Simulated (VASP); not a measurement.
Wanted: the native input for a VASP 6.6.1 run.

```
Task                   : relaxation of cell and atoms
Functional             : PBE
Potentials or basis    : VASP PAW PBE potentials, release 64 (Nb_sv)
Cutoff                 : 600 eV
k mesh                 : 7 × 7 × 7
Occupations            : methfessel-paxton, width 0.1 eV
Spin                   : no spin polarisation
Target pressure        : 60 GPa
Dipole correction      : no
Further INCAR settings : ALGO = Normal; EDIFF = 1e-06; IBRION = 2; EDIFFG = -0.03; NSW = 60; ISIF = 3
```

The structure of Nb lies in POSCAR:

```
Nb
1.0
    2.7300000000      0.0000000000      0.0000000000
    0.0000000000      2.7300000000      0.0000000000
    0.0000000000      0.0000000000      2.7300000000
Nb
1
Direct
    0.0000000000      0.0000000000      0.0000000000
```

One way to write it, as run:

INCAR

```
ALGO = Normal
EDIFF = 1E-6
EDIFFG = -0.03
ENCUT = 600
GGA = PE
IBRION = 2
ISIF = 3
ISMEAR = 1
LASPH = True
LCHARG = False
LREAL = False
LWAVE = False
NELM = 100
NSW = 60
PREC = Accurate
PSTRESS = 600.0
SIGMA = 0.1
```

KPOINTS

```
k-points
0
Gamma
  7 7 7
```

Potentials or basis: VASP PAW PBE potentials, release 64 (Nb_sv).

The run is started by

```console
$ cat potpaw_PBE.64/Nb_sv/POTCAR > POTCAR
$ mpirun -np 1 vasp_std > vasp.out
```

Results of the run:

The relaxed volume is 15.47 Å³/atom. The relaxed cell is a = 2.492 Å, b = 2.492 Å, c = 2.492 Å, α = 90.00°, β = 90.00°, γ = 90.00°. The space group after relaxing (to 0.05 Å) is Pm-3m (No. 221). The energy change on relaxing (the enthalpy is what falls) is +678.5 meV/atom and the ionic steps are 9. The pressure after relaxing is 60.0 GPa.

Caveat: the cell is relaxed towards a set pressure, so the enthalpy falls and the energy may rise; the volume moved by over 15 % at a fixed basis, so the end points are rough.

Wall time 31 s on 1 thread of Intel(R) Xeon(R) Platinum 8488C (Sapphire Rapids), on a shared host, peak memory 0.16 GiB.
